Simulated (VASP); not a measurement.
# BP (F-43m) in VASP: further runs, part 2 of 3

VASP 6.6.1. The steps go on from the part before.

### Step 3. Vibrations by perturbation theory, PBE

This run uses another cell than the first one, of 10.72 Å³/atom, 1.009 times its volume.

The input, INCAR:

```
SYSTEM = BP
PREC     = Accurate       ! precision mode
ENCUT    = 520            ! plane-wave cutoff, eV
EDIFF    = 1E-8           ! SCF threshold, eV
ISMEAR   = 0              ! smearing method
SIGMA    = 0.01           ! smearing width, eV
LREAL    = .FALSE.        ! projectors in reciprocal space
LASPH    = .TRUE.         ! aspherical terms in the spheres
NELM     = 60             ! most SCF steps
ALGO     = Normal         ! electronic algorithm
ISIF     = 2              ! what is computed and relaxed
LWAVE    = .FALSE.        ! write WAVECAR
LCHARG   = .FALSE.        ! write CHGCAR
GGA      = PE             ! functional
IBRION   = 8              ! ionic algorithm
NSW      = 1              ! ionic steps
LEPSILON = .TRUE.         ! dielectric tensor by DFPT
```

The input, KPOINTS:

```
regular mesh
0
G
  10 10 10
  0 0 0
```

The input, POSCAR:

```
BP
1.0
    0.0000000000      2.2046557098      2.2046557098
    2.2046557098      0.0000000000      2.2046557098
    2.2046557098      2.2046557098      0.0000000000
B P
1 1
Direct
    0.0000000000      0.0000000000      0.0000000000
    0.7500000000      0.7500000000      0.7500000000
```

Potentials or basis: VASP PAW PBE potentials, release 64 (B, P).

The run is started by

```console
$ cat potpaw_PBE.64/B/POTCAR potpaw_PBE.64/P/POTCAR > POTCAR
$ mpirun -np 1 vasp_std > vasp.out
```

OUTCAR:

```text
SYSTEM = BP
   PREC = Accurate
   ENCUT = 520
   EDIFF = 1E-8
   ISMEAR = 0
   LREAL = .FALSE.
   LASPH = .TRUE.
   NELM = 60
   ISIF = 2
   GGA = PE
   IBRION = 8
   NSW = 1
   LEPSILON = .TRUE.

 ion  position               nearest neighbor table
   1  0.000  0.000  0.000-   2 1.91   2 1.91   2 1.91   2 1.91
   2  0.750  0.750  0.750-   1 1.91   1 1.91   1 1.91   1 1.91

  LATTYP: Found a face centered cubic cell.
 ALAT       =     4.4093114196

  Lattice vectors:

 A1 = (   0.0000000000,   2.2046557098,   2.2046557098)
 A2 = (   2.2046557098,   0.0000000000,   2.2046557098)
 A3 = (   2.2046557098,   2.2046557098,   0.0000000000)

Analysis of symmetry for initial positions (statically):
=====================================================================
 Subroutine PRICEL returns:
 Original cell was already a primitive cell.

 Routine SETGRP: Setting up the symmetry group for a
 face centered cubic supercell.

 Subroutine GETGRP returns: Found 24 space group operations
 (whereof 24 operations were pure point group operations)
 out of a pool of 48 trial point group operations.

The static configuration has the point symmetry T_d .

Analysis of symmetry for dynamics (positions and initial velocities):
=====================================================================
 Subroutine PRICEL returns:
 Original cell was already a primitive cell.

 Routine SETGRP: Setting up the symmetry group for a
 face centered cubic supercell.

 Subroutine GETGRP returns: Found 24 space group operations
 (whereof 24 operations were pure point group operations)
 out of a pool of 48 trial point group operations.

The dynamic configuration has the point symmetry T_d .

 Subroutine INISYM returns: Found 24 space group operations
 (whereof 24 operations are pure point group operations),
 and found     1 'primitive' translations

----------------------------------------------------------------------------------------

                                     Primitive cell

  volume of cell :      21.4315

  direct lattice vectors                    reciprocal lattice vectors
     0.000000000  2.204655710  2.204655710    -0.226792781  0.226792781  0.226792781
     2.204655710  0.000000000  2.204655710     0.226792781 -0.226792781  0.226792781
     2.204655710  2.204655710  0.000000000     0.226792781  0.226792781 -0.226792781

  length of vectors
     3.117854005  3.117854005  3.117854005     0.392816620  0.392816620  0.392816620

  position of ions in fractional coordinates (direct lattice)
     0.000000000  0.000000000  0.000000000
     0.750000000  0.750000000  0.750000000
[... 453 lines left out ...]
 -----------------------------------------------------------------------------
    -0.00047 -0.25405  0.00000
    -0.25405 -0.00047  0.00000
     0.00000  0.00000  0.00014

--------------------------------------- Ionic step        4  -------------------------------------------

------------------------ aborting loop because EDIFF is reached ----------------------------------------

[... ionic steps 5 to 6 ...]

--------------------------------------- Ionic step        7  -------------------------------------------

 Free energy of the ion-electron system (eV)
  ---------------------------------------------------
  ---------------------------------------------------
  free energy    TOTEN  =        -0.04073291 eV

  energy without entropy =       -0.04073291

------------------------ aborting loop because EDIFF is reached ----------------------------------------

 INTERNAL STRAIN TENSOR  FOR ION    2  DIRECTION 1   (eV/Angst):
 -----------------------------------------------------------------------------
    -0.00921  0.00000  0.00000
     0.00000  0.00753 10.79577
     0.00000 10.79577  0.00753

 MACROSCOPIC STATIC DIELECTRIC TENSOR (including local field effects in DFT)
 ------------------------------------------------------
           9.263503     0.000000     0.000000
          -0.000000     9.263503     0.000000
           0.000000     0.000000     9.263503
 ------------------------------------------------------

 PIEZOELECTRIC TENSOR (including local field effects)  for field in x, y, z        (e  Angst)
          XX          YY          ZZ          XY          YZ          ZX
  --------------------------------------------------------------------------------
  x    -0.00000     0.00000     0.00000     0.00000    -0.33592     0.00000
  y     0.00000    -0.00000     0.00000     0.00000     0.00000    -0.33592
  z     0.00000     0.00000     0.00000    -0.33592     0.00000     0.00000

 PIEZOELECTRIC TENSOR (including local field effects)  for field in x, y, z        (C/m^2)
          XX          YY          ZZ          XY          YZ          ZX
  --------------------------------------------------------------------------------
  x    -0.00000     0.00000     0.00000     0.00000    -0.25113     0.00000
  y     0.00000    -0.00000     0.00000     0.00000     0.00000    -0.25113
  z     0.00000     0.00000     0.00000    -0.25113     0.00000     0.00000

 BORN EFFECTIVE CHARGES (including local field effects) (in |e|, cummulative output)
 ---------------------------------------------------------------------------------
 ion    1
    1    -0.77888     0.00000     0.00000
    2     0.00000    -0.77888     0.00000
    3     0.00000     0.00000    -0.77888
 ion    2
    1     0.77888    -0.00000    -0.00000
    2     0.00000     0.77888     0.00000
    3     0.00000     0.00000     0.77888

 INTERNAL STRAIN TENSOR FOR ION    2 for displacements in x,y,z  (eV/Angst):
          X           Y           Z          XY          YZ          ZX
  --------------------------------------------------------------------------------
  x     0.00000     0.00000     0.00000     0.00000    10.79577     0.00000
  y     0.00000     0.00000     0.00000     0.00000     0.00000    10.79577
  z     0.00000     0.00000     0.00000    10.79577     0.00000     0.00000

 SECOND DERIVATIVES (NOT SYMMETRIZED)
 ------------------------------------
               1X          1Y          1Z          2X          2Y          2Z
  1X   -22.598999    0.000000    0.000000   22.598999    0.000000    0.000000
  1Y     0.000000  -22.598999    0.000000    0.000000   22.598999    0.000000
  1Z     0.000000    0.000000  -22.598999    0.000000    0.000000   22.598999
  2X    22.596758    0.000000    0.000000  -22.596758    0.000000    0.000000
  2Y     0.000000   22.596758    0.000000    0.000000  -22.596758    0.000000
  2Z     0.000000    0.000000   22.596758    0.000000    0.000000  -22.596758

 Eigenvectors and eigenvalues of the dynamical matrix
 ----------------------------------------------------

   1 f  =   26.252362 THz   164.948454 2PiTHz  875.684533 cm-1   108.570996 meV
             X         Y         Z           dx          dy          dz
      0.000000  0.000000  0.000000    -0.000000    0.860982   -0.000000
      3.306984  3.306984  3.306984    -0.000000   -0.508636    0.000000
[... 21 lines left out ...]
   6 f/i=    0.000570 THz     0.003582 2PiTHz    0.019018 cm-1     0.002358 meV
             X         Y         Z           dx          dy          dz
      0.000000  0.000000  0.000000     0.145695    0.423745   -0.240673
      3.306984  3.306984  3.306984     0.246622    0.717285   -0.407394

--------------------------------------------------------------------------------------------------------

 MACROSCOPIC STATIC DIELECTRIC TENSOR IONIC CONTRIBUTION
 ------------------------------------------------------
           0.226669    -0.000000    -0.000000
          -0.000000     0.226669     0.000000
          -0.000000     0.000000     0.226669
 ------------------------------------------------------

 ELASTIC MODULI CONTR FROM IONIC RELAXATION (kBar)
 Direction    XX          YY          ZZ          XY          YZ          ZX
 --------------------------------------------------------------------------------
 XX          -0.0000     -0.0000     -0.0000     -0.0000     -0.0000     -0.0000
 YY          -0.0000     -0.0000     -0.0000     -0.0000     -0.0000     -0.0000
 ZZ          -0.0000     -0.0000     -0.0000     -0.0000     -0.0000     -0.0000
 XY          -0.0000     -0.0000     -0.0000   -403.3020      0.0000      0.0000
 YZ          -0.0000     -0.0000     -0.0000      0.0000   -403.3020      0.0000
 ZX          -0.0000     -0.0000     -0.0000      0.0000      0.0000   -403.3020
 --------------------------------------------------------------------------------

 PIEZOELECTRIC TENSOR IONIC CONTR  for field in x, y, z        (C/m^2)
          XX          YY          ZZ          XY          YZ          ZX
  --------------------------------------------------------------------------------
  x     0.00000     0.00000     0.00000    -0.00000     0.28450    -0.00000
  y     0.00000     0.00000     0.00000     0.00000     0.00000     0.28450
  z     0.00000     0.00000     0.00000     0.28450     0.00000     0.00000
```

It took 60 s on 1 thread of Intel Xeon 6975P-C (Granite Rapids), shared host; peak memory 0.19 GiB.

Results:

```yaml
Electronic_dielectric_tensor_diagonal: 9.26
Born_charges_mean_of_the_diagonal: B -0.78; P +0.78 e
Highest_phonon_frequency_at_Γ_LO-TO_splitting_left_out: 876 cm⁻¹
```

Phonon frequencies in cm⁻¹ (negative: imaginary):
| q point | frequencies |
| --- | --- |
| (0.000, 0.000, 0.000) | 0 0 0 876 876 876 |

Electronic dielectric tensor:
```
9.26 0.00 0.00
0.00 9.26 0.00
0.00 0.00 9.26
```

Born effective charge tensors (e):
atom 1, B
```
-0.78  0.00  0.00
 0.00 -0.78  0.00
 0.00  0.00 -0.78
```
atom 2, P
```
0.78 0.00 0.00
0.00 0.78 0.00
0.00 0.00 0.78
```

Caveat: the cell wasn't relaxed at this level first, which shifts response properties.

[end of part 2 of 3]
